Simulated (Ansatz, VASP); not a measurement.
**LaHg in VASP and in Ansatz**

File INCAR:

```
SYSTEM = LaHg
PREC = Accurate ; ENCUT = 520
EDIFF = 1E-7 ; ISMEAR = -1
SIGMA = 0.08 ; LREAL = .False.
LASPH = .True. ; NELM = 80
ALGO = Normal ; ISIF = 2
LWAVE = .False. ; LCHARG = .True.
LELF = .True. ; LVHAR = .True.
NBANDS = 18
```

The input KPOINTS:

```
Automatic mesh
0
Gamma
  11 11 11
  0 0 0
```

The input POSCAR:

```
LaHg
1.0
    3.7586718991      0.0000000000      0.0000000000
    0.0000000000      3.7586718991      0.0000000000
    0.0000000000      0.0000000000      3.7586718991
La Hg
1 1
Direct
    0.5000000000      0.5000000000      0.5000000000
    0.0000000000      0.0000000000      0.0000000000
```

Input for Ansatz:

```yaml
crystal:
  lattice:
    - [3.7586718991, 0.0, 0.0]
    - [0.0, 3.7586718991, 0.0]
    - [0.0, 0.0, 3.7586718991]
  atoms:
    - { symbol: La, position: [0.5, 0.5, 0.5] }
    - { symbol: Hg, position: [0.0, 0.0, 0.0] }
kpoints:
  mp_grid: { grid: [11, 11, 11] }
  band_path:
    path:
      - [0.0, 0.0, 0.0]
      - [0.0, 0.5, 0.0]
      - [0.5, 0.5, 0.0]
      - [0.0, 0.0, 0.0]
      - [0.5, 0.5, 0.5]
      - [0.0, 0.5, 0.0]
      - [0.5, 0.5, 0.5]
      - [0.5, 0.5, 0.0]
    npoints: 5
scf:
  occupations: { method: fermi_dirac, width: 0.08 }
hamiltonian:
  xc: lda
  pseudopotentials: { kind: all_electron, lapw: { basis_error: 0.001 } }
output:
  forces: true
  stress: true
  eigenvalues: true
```

Change from the starting cell: volume scaled by 0.94.

Alike in both runs: task single point; functional LDA; k mesh 11 × 11 × 11; occupations fermi-dirac, width 0.08 eV; no spin polarisation.

|  | VASP | Ansatz |
| --- | --- | --- |
| version | VASP 6.6.1 | Ansatz 0.2.0 |
| potentials or method | VASP PAW LDA potentials, release 64 (La, Hg), cutoff 520 eV | all-electron LAPW, scalar-relativistic |

|  | VASP | Ansatz | Ansatz less VASP |
| --- | --- | --- | --- |
| pressure (GPa) | 2.3 | 2.0 | -0.21 |

LDA's correlation is that of Perdew and Zunger in VASP and of Perdew and Wang (1992) in Ansatz. Ansatz ran all-electron here, and VASP with PAW potentials.

Spin-orbit coupling is off throughout.
